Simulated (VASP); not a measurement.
Input of a VASP 6.6.1 run:

Contents of INCAR:

```
SYSTEM = TiAl3
ALGO = Normal
EDIFF = 1E-6
ENCUT = 520
GGA = PE
ISIF = 2
ISMEAR = 1
LASPH = .True.
LCHARG = .False.
LREAL = Auto
LWAVE = .False.
NBANDS = 106
NELM = 60
PREC = Accurate
SIGMA = 0.1
```

KPOINTS

```
k-points
0
Gamma
  3 3 3
  0 0 0
```

The input POSCAR:

```
TiAl3
1.0
    7.6895028868      0.0000000000      0.0000000000
    0.0000000000      7.6895028868      0.0000000000
    0.0000000000      0.0000000000      8.6237151293
Ti Al
8 24
Direct
    0.0000000000      0.0000000000      0.0000000000
    0.2500000000      0.2500000000      0.5000000000
    0.0000000000      0.5000000000      0.0000000000
    0.2500000000      0.7500000000      0.5000000000
    0.5000000000      0.0000000000      0.0000000000
    0.7500000000      0.2500000000      0.5000000000
    0.5000000000      0.5000000000      0.0000000000
    0.7500000000      0.7500000000      0.5000000000
    0.0000000000      0.0000000000      0.5000000000
    0.2500000000      0.2500000000      0.0000000000
    0.0000000000      0.2500000000      0.2500000000
    0.2500000000      0.0000000000      0.7500000000
    0.0000000000      0.2500000000      0.7500000000
    0.2500000000      0.0000000000      0.2500000000
    0.0000000000      0.5000000000      0.5000000000
    0.2500000000      0.7500000000      0.0000000000
    0.0000000000      0.7500000000      0.2500000000
    0.2500000000      0.5000000000      0.7500000000
    0.0000000000      0.7500000000      0.7500000000
    0.2500000000      0.5000000000      0.2500000000
    0.5000000000      0.0000000000      0.5000000000
    0.7500000000      0.2500000000      0.0000000000
    0.5000000000      0.2500000000      0.2500000000
    0.7500000000      0.0000000000      0.7500000000
    0.5000000000      0.2500000000      0.7500000000
    0.7500000000      0.0000000000      0.2500000000
    0.5000000000      0.5000000000      0.5000000000
    0.7500000000      0.7500000000      0.0000000000
    0.5000000000      0.7500000000      0.2500000000
    0.7500000000      0.5000000000      0.7500000000
    0.5000000000      0.7500000000      0.7500000000
    0.7500000000      0.5000000000      0.2500000000
```

Potentials or basis: VASP PAW PBE potentials, release 64 (Ti_sv, Al).

The run is started by

```console
$ cat potpaw_PBE.64/Ti_sv/POTCAR potpaw_PBE.64/Al/POTCAR > POTCAR
$ mpirun -np 1 vasp_std > vasp.out
```

What does it give for the pressure?

0.0 GPa.

Predict the band gap on the k mesh.

zero (bands 84 and 85 overlap by 0.43 eV).

Stress tensor (GPa, compression positive):
```
 0.09  0.00  0.00
 0.00  0.09  0.00
 0.00  0.00 -0.15
```
